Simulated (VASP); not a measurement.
Crystal: BaTiO3.

```xyz
5
Lattice="3.9833 0.0000 0.0000 0.0000 2.8626 2.8753 0.0000 -2.8626 2.8753" Properties=species:S:1:pos:R:3 pbc="T T T"
Ba    0.0000    0.0000    0.0196
Ti    1.9917    0.0000    2.9817
O     1.9917    1.3943    4.2261
O     1.9917   -1.3943    4.2261
O     0.0000    0.0000    2.8075
```

| Item | Value |
| --- | --- |
| Program | VASP 6.6.1 |
| Task | relaxation of cell and atoms |
| Functional | PBE |
| Potentials or basis | VASP PAW PBE potentials, release 64 (Ba_sv, Ti_sv, O) |
| Cutoff | 600 eV |
| k mesh | 6 × 6 × 6 |
| Occupations | gaussian, width 0.02 eV |
| Spin | no spin polarisation |
| Hubbard terms | Ti d U = 4.0 eV |

At the start: pressure 6.2 GPa; volume 13.11 Å³/atom.

Question: How do energy, volume and symmetry change on relaxing?

Answer: Over 21 steps the energy falls by 16.4 meV/atom and the volume is 13.34 Å³/atom (+1.7 %); space group Pm-3m (No. 221, to 0.05 Å).

The path:
```csv
step,energy change (eV),largest force (eV/Å),pressure (GPa),volume (Å³)
1,0.0000,0.9161,6.19,65.57
2,0.0046,0.2846,-6.70,70.50
3,-0.0615,0.2433,-0.63,67.87
4,-0.0615,0.2535,-0.51,67.83
5,-0.0668,0.1953,-0.23,67.53
6,-0.0742,0.1363,0.93,66.64
7,-0.0772,0.1307,-0.03,66.94
8,-0.0776,0.1281,-0.49,67.09
9,-0.0792,0.0980,-0.31,66.96
10,-0.0810,0.0221,0.21,66.65
11,-0.0816,0.0187,-0.10,66.76
12,-0.0816,0.0188,-0.17,66.79
13,-0.0816,0.0165,0.10,66.67
14,-0.0816,0.0172,0.03,66.70
15,-0.0817,0.0127,0.03,66.70
16,-0.0817,0.0073,0.03,66.69
17,-0.0818,0.0097,-0.06,66.73
18,-0.0818,0.0094,-0.06,66.73
19,-0.0818,0.0067,0.04,66.69
20,-0.0818,0.0074,0.01,66.70
21,-0.0818,0.0047,0.01,66.70
```

Final structure:
```
CELL_PARAMETERS angstrom
4.05594 0.00000 0.00000
0.00000 2.86722 2.86757
0.00000 -2.86722 2.86757
ATOMIC_POSITIONS crystal
Ba 0.00000 0.99634 0.99634
Ti 0.50000 0.49676 0.49676
O 0.50000 0.99543 0.49576
O 0.50000 0.49576 0.99543
O 0.00000 0.49561 0.49561
```
